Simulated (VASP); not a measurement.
# TaBi3 (I4/mmm) in VASP: single point with PBEsol

Aim: the single point of TaBi3 with PBEsol.

Everything below comes from runs of VASP 6.6.1. Logs are shortened: lines on timing, memory, paths and dates and some standing lists are left out, and cuts for length are marked.

### 1 The cell of the first run

Symmetry: I4/mmm, No. 139, tetragonal system. The conventional cell has a = 4.757 Å, b = 4.757 Å, c = 10.577 Å, α = 90.00°, β = 90.00°, γ = 90.00°. Ta (site symmetry 4/mmm) has 12 Bi at 3.36 to 3.56 Å within 4.4 Å. Bi (site symmetry 4/mmm) has 4 Ta at 3.36 Å and 8 Bi at 3.56 Å within 4.4 Å. Within 4.4 Å of Bi (site symmetry -4m2) lie 8 Bi at 3.36 to 3.56 Å and 4 Ta at 3.56 Å.

### 2 Single point, PBEsol

The input, POSCAR:

```
TaBi3
1.0
    0.0000000000      4.7573500000      0.0000000000
    4.7573500000      0.0000000000      0.0000000000
    2.3786750000      2.3786750000     -5.2885450000
Ta Bi
1 3
Direct
    0.5000000000      0.5000000000      0.0000000000
    0.0000000000      0.0000000000      0.0000000000
    0.7500000000      0.2500000000      0.5000000000
    0.2500000000      0.7500000000      0.5000000000
```

The input, INCAR.step1:

```
SYSTEM = TaBi3
PREC     = Accurate       ! precision mode
ENCUT    = 520            ! plane-wave cutoff, eV
EDIFF    = 1E-7           ! SCF threshold, eV
ISMEAR   = -1             ! smearing method
SIGMA    = 0.1            ! smearing width, eV
LREAL    = .FALSE.        ! projectors in reciprocal space
LASPH    = .TRUE.         ! aspherical terms in the spheres
NELM     = 100            ! most SCF steps
ALGO     = Normal         ! electronic algorithm
ISIF     = 2              ! what is computed and relaxed
LWAVE    = .FALSE.        ! write WAVECAR
LCHARG   = .TRUE.         ! write CHGCAR
LMAXMIX  = 4              ! l up to which the mixer works
GGA      = PS             ! functional
NBANDS   = 36             ! bands
```

The input, KPOINTS.step1:

```
regular mesh
0
G
  8 8 8
  0 0 0
```

The input, INCAR.step2:

```
SYSTEM = TaBi3
PREC     = Accurate       ! precision mode
ENCUT    = 520            ! plane-wave cutoff, eV
EDIFF    = 1E-7           ! SCF threshold, eV
ISMEAR   = -5             ! smearing method
SIGMA    = 0.1            ! smearing width, eV
LREAL    = .FALSE.        ! projectors in reciprocal space
LASPH    = .TRUE.         ! aspherical terms in the spheres
NELM     = 100            ! most SCF steps
ALGO     = Normal         ! electronic algorithm
ISIF     = 2              ! what is computed and relaxed
LWAVE    = .FALSE.        ! write WAVECAR
LCHARG   = .FALSE.        ! write CHGCAR
LMAXMIX  = 4              ! l up to which the mixer works
GGA      = PS             ! functional
LORBIT   = 10             ! projections on sites
NEDOS    = 2001           ! points of the DOS
ICHARG   = 11             ! starting density
```

The input, KPOINTS.step2:

```
regular mesh
0
G
  12 12 12
  0 0 0
```

Potentials or basis: VASP PAW PBE potentials, release 64 (Ta_pv, Bi_d).

Command:

```
> cat potpaw_PBE.64/Ta_pv/POTCAR potpaw_PBE.64/Bi_d/POTCAR > POTCAR
> cp INCAR.step1 INCAR
> cp KPOINTS.step1 KPOINTS
> mpirun -np 1 vasp_std > vasp.out
> cp INCAR.step2 INCAR
> cp KPOINTS.step2 KPOINTS
> mpirun -np 1 vasp_std > vasp.out
```

OUTCAR:

```text
SYSTEM = TaBi3
   PREC = Accurate
   ENCUT = 520
   EDIFF = 1E-7
   ISMEAR = -5
   LREAL = .FALSE.
   LASPH = .TRUE.
   NELM = 100
   ISIF = 2
   GGA = PS
   LORBIT = 10
   ICHARG = 11

 ion  position               nearest neighbor table
   1  0.500  0.500  0.000-   2 3.36   2 3.36   2 3.36   2 3.36   4 3.56   3 3.56   4 3.56   3 3.56
                             4 3.56   4 3.56   3 3.56   3 3.56
   2  0.000  0.000  0.000-   1 3.36   1 3.36   1 3.36   1 3.36   4 3.56   3 3.56   4 3.56   4 3.56
                             3 3.56   3 3.56   4 3.56   3 3.56
   3  0.750  0.250  0.500-   4 3.36   4 3.36   4 3.36   4 3.36   1 3.56   1 3.56   2 3.56   1 3.56
                             2 3.56   2 3.56   1 3.56   2 3.56
   4  0.250  0.750  0.500-   3 3.36   3 3.36   3 3.36   3 3.36   2 3.56   1 3.56   2 3.56   2 3.56
                             1 3.56   1 3.56   1 3.56   2 3.56

  LATTYP: Found a body centered tetragonal cell.
 ALAT       =     4.7573500000
 C/A-ratio  =     2.2233155013

  Lattice vectors:

 A1 = (  -2.3786750000,   2.3786750000,   5.2885450000)
 A2 = (   2.3786750000,  -2.3786750000,   5.2885450000)
 A3 = (   2.3786750000,   2.3786750000,  -5.2885450000)

Analysis of symmetry for initial positions (statically):
=====================================================================
 Subroutine PRICEL returns:
 Original cell was already a primitive cell.

 Routine SETGRP: Setting up the symmetry group for a
 body centered tetragonal supercell.

 Subroutine GETGRP returns: Found 16 space group operations
 (whereof 16 operations were pure point group operations)
 out of a pool of 16 trial point group operations.

The static configuration has the point symmetry D_4h.

Analysis of symmetry for dynamics (positions and initial velocities):
=====================================================================
 Subroutine PRICEL returns:
 Original cell was already a primitive cell.

 Routine SETGRP: Setting up the symmetry group for a
 body centered tetragonal supercell.

 Subroutine GETGRP returns: Found 16 space group operations
 (whereof 16 operations were pure point group operations)
 out of a pool of 16 trial point group operations.

The dynamic configuration has the point symmetry D_4h.

 Subroutine INISYM returns: Found 16 space group operations
 (whereof 16 operations are pure point group operations),
 and found     1 'primitive' translations

----------------------------------------------------------------------------------------

                                     Primitive cell

  volume of cell :     119.6924

  direct lattice vectors                    reciprocal lattice vectors
     0.000000000  4.757350000  0.000000000     0.000000000  0.210201057  0.094543962
     4.757350000  0.000000000  0.000000000     0.210201057  0.000000000  0.094543962
     2.378675000  2.378675000 -5.288545000     0.000000000  0.000000000 -0.189087925

  length of vectors
     4.757350000  4.757350000  6.267766566     0.230484371  0.230484371  0.189087925

  position of ions in fractional coordinates (direct lattice)
     0.500000000  0.500000000  0.000000000
     0.000000000  0.000000000  0.000000000
     0.750000000  0.250000000  0.500000000
     0.250000000  0.750000000  0.500000000

  ion indices of the primitive-cell ions
   primitive index   ion index
                 1           1
                 2           2
                 3           3
                 4           4

----------------------------------------------------------------------------------------

 KPOINTS: regular mesh

Automatic generation of k-mesh.
 Grid dimensions read from file:
 generate k-points for:   12   12   12

 Generating k-lattice:

  Cartesian coordinates                     Fractional coordinates (reciprocal lattice)
     0.000000000  0.017516755  0.007878664     0.083333333  0.000000000  0.000000000
     0.017516755  0.000000000  0.007878664     0.000000000  0.083333333  0.000000000
     0.000000000  0.000000000 -0.015757327     0.000000000  0.000000000  0.083333333

  Length of vectors
     0.019207031  0.019207031  0.015757327

  Shift w.r.t. Gamma in fractional coordinates (k-lattice)
     0.000000000  0.000000000  0.000000000

 TETIRR: Found   2206 inequivalent tetrahedra from    10368

 Subroutine IBZKPT returns following result:
 ===========================================

 Found    163 irreducible k-points:

 Following reciprocal coordinates:
            Coordinates               Weight
  0.000000  0.000000  0.000000      1.000000
  0.083333  0.000000  0.000000      8.000000
  0.166667  0.000000  0.000000      8.000000
  0.250000  0.000000  0.000000      8.000000
  0.333333  0.000000  0.000000      8.000000
  0.416667  0.000000  0.000000      8.000000
[... 16 lines left out ...]
  0.500000  0.166667  0.000000     16.000000
 -0.416667  0.166667 -0.000000     16.000000
 [... further k-points ...]
   k-points           NKPTS =    163   k-points in BZ     NKDIM =    163   number of bands    NBANDS=     33
   number of dos      NEDOS =   2001   number of ions     NIONS =      4
   total plane-waves  NPLWV =  62208
   dimension x,y,z NGX =    36 NGY =   36 NGZ =   48
   dimension x,y,z NGXF=    72 NGYF=   72 NGZF=   96
   ions per type =               1   3
   NGX,Y,Z   is equivalent  to a cutoff of  12.58, 12.58, 12.73 a.u.
   NGXF,Y,Z  is equivalent  to a cutoff of  25.16, 25.16, 25.46 a.u.
 SYSTEM =  TaBi3
   PREC   = accura    normal or accurate (medium, high low for compatibility)
   ISTART =      0    job   : 0-new  1-cont  2-samecut
   ICHARG =     11    charge: 1-file 2-atom 10-const
   ISPIN  =      1    spin polarized calculation?
   LNONCOLLINEAR =      F non collinear calculations
   LSORBIT =      F    spin-orbit coupling
   LASPH  =      T    aspherical Exc in radial PAW
   ENCUT  =  520.0 eV  38.22 Ry    6.18 a.u.   8.85  8.85 11.65*2*pi/ulx,y,z
   NELM   =    100;   NELMIN=  2; NELMDL=  0     # of ELM steps
   EDIFF  = 0.1E-06   stopping-criterion for ELM
   LREAL  =      F    real-space projection
   EDIFFG = 0.1E-05   stopping-criterion for IOM
   NSW    =      0    number of steps for IOM
   IBRION =     -1    ionic relax: 0-MD 1-quasi-New 2-CG
   NFREE  =      0    steps in history (QN), initial steepest desc. (CG)
   ISIF   =      2    stress and relaxation
   ISYM   =      2    0-nonsym 1-usesym 2-fastsym
   POTIM  = 0.5000    time-step for ionic-motion
   TEBEG  =    0.0;   TEEND  =   0.0 temperature during run
   PSTRESS=    0.0 pullay stress
   NELECT =      56.0000    total number of electrons
   NUPDOWN=      -1.0000    fix difference up-down
   EMIN   =  10.00;   EMAX   =-10.00  energy-range for DOS
   EFERMI =   0.00;   METHOD = LEGACY
   ISMEAR =    -5;   SIGMA  =   0.10  broadening in eV -4-tet -1-fermi 0-gaus
   EFERMI_NEDOS =   21; number of points for ismear=-14 and -15
   IALGO  =     38    algorithm
   IMIX   =      4    mixing-type and parameters
     AMIX     =   0.40;   BMIX     =  1.00
     AMIX_MAG =   1.60;   BMIX_MAG =  1.00
  volume/ion in A,a.u.               =      29.92       201.93
  Fermi-wavevector in a.u.,A,eV,Ry     =   1.270912  2.401675 21.976354  1.615216
  Thomas-Fermi vector in A             =   2.403873
   LORBIT       =     10    0 simple, 1 ext, 2 COOP (PROOUT), +10 PAW based schemes
   GGA     = PS    functional components
   LHFCALC =     F    Hartree Fock is set to
   AEXX    =    0.0000 exact exchange contribution
   IVDW    =     0    specifies the selected vdW correction
   LEPSILON=     F    determine dielectric tensor
   LRPA    =     F    only Hartree local field effects (RPA)
 non-spin polarized calculation
 Fermi weights with tetrahedron method with Bloechl corrections
  energy-cutoff  :      520.00
  volume of cell :      119.69
 maximum number of plane-waves:      3251

 number of electron      55.9999996 magnetization

 Free energy of the ion-electron system (eV)
  ---------------------------------------------------
  ext. energy  EPLUGINS =         0.00000000
  ---------------------------------------------------
  free energy    TOTEN  =       -22.35749414 eV

  energy without entropy =      -22.35749414  energy(sigma->0) =      -22.35749414

 E-fermi :   6.8219     XC(G=0): -10.5411

 val. band max:        6.8808310146   @ k =   0.1667   0.1667   0.0000
 cond. band min:       6.7712824236   @ k =  -0.1667   0.0000   0.4167
 fundamental gap:     -0.1095485910
 Fermi energy:         6.8218728857

 k-point     1 :       0.0000    0.0000    0.0000
  band No.  band energies     occupation
      1     -28.7267      2.00000
      2     -28.7267      2.00000
      3     -28.6790      2.00000
      4     -16.1285      2.00000
      5     -16.0271      2.00000
      6     -16.0013      2.00000
[... 25 lines left out ...]
     32       8.0877      0.00000
     33       8.0878      0.00000

 k-point     2 :       0.0833    0.0000    0.0000
  band No.  band energies     occupation
      1     -28.7269      2.00000
      2     -28.7267      2.00000
      3     -28.6790      2.00000
      4     -16.1232      2.00000
      5     -16.0250      2.00000
      6     -15.9989      2.00000
[... 25 lines left out ...]
     32       8.0574      0.00000
     33       8.4003      0.00000
[... 754 lines left out ...]
     32       8.8161      0.00000
     33       8.9128      0.00000

 k-point    24 :      -0.4167    0.1667   -0.0000
  band No.  band energies     occupation
      1     -28.7287      2.00000
      2     -28.7273      2.00000
      3     -28.6788      2.00000
      4     -16.0305      2.00000
      5     -15.9830      2.00000
      6     -15.9718      2.00000
[... 25 lines left out ...]
     32       8.5262      0.00000
     33       8.8199      0.00000

 [... further k-points ...]
[... 5 lines left out ...]
  --------------------------------------------------------------------------------------
  -------------------------------------------------------------------------------------
  Total       -6.0362471     -6.0362471     -6.7305769      0.0000000     -0.0000000      0.0000000
  in kB      -80.7999669    -80.7999669    -90.0941227      0.0000000     -0.0000000      0.0000000
  external PRESSURE =     -83.8980188 kB  Pullay stress =       0.0000000 kB

 VOLUME and BASIS-vectors are now :
 -----------------------------------------------------------------------------
  energy-cutoff  :      520.00
  volume of cell :      119.69
      direct lattice vectors                 reciprocal lattice vectors
     0.000000000  4.757350000  0.000000000     0.000000000  0.210201057  0.094543962
     4.757350000  0.000000000  0.000000000     0.210201057  0.000000000  0.094543962
     2.378675000  2.378675000 -5.288545000     0.000000000  0.000000000 -0.189087925

 POSITION                                       TOTAL-FORCE (eV/Angst)
 -----------------------------------------------------------------------------------
      2.37867      2.37867      0.00000         0.000000      0.000000     -0.000000
      0.00000      0.00000      0.00000         0.000000      0.000000     -0.000000
      2.37867      4.75735     -2.64427        -0.000000     -0.000000      0.000000
      4.75735      2.37867     -2.64427        -0.000000      0.000000     -0.000000
 -----------------------------------------------------------------------------------
    total drift:                                0.000000      0.000000     -0.000000

  FREE ENERGIE OF THE ION-ELECTRON SYSTEM (eV)
  ---------------------------------------------------
  free  energy   TOTEN  =       -22.3574941354 eV

  energy  without entropy=      -22.3574941354  energy(sigma->0) =      -22.35749414

 total charge

# of ion       s       p       d       tot
------------------------------------------
    1        0.316   6.003   2.097   8.416
    2        1.518   1.320   9.921  12.758
    3        1.557   1.250   9.928  12.735
    4        1.557   1.250   9.928  12.735
--------------------------------------------------
tot          4.948   9.823  31.873  46.644
```

Wall time 6.4 min (1 thread of Intel Xeon Platinum 8488C (Sapphire Rapids), shared host); peak memory 0.62 GiB.

Results:

| Item | Value |
| --- | --- |
| Valence electrons inside the program's atomic spheres | Ta 8.42; Bi 12.76, 12.73 (each value once) |

Caveat: the PAW data sets were made with another functional, which shifts forces and pressure a little; spin-orbit coupling is left out, which moves the levels of the heavy elements; tetrahedron occupations give inexact forces and stress in metals.
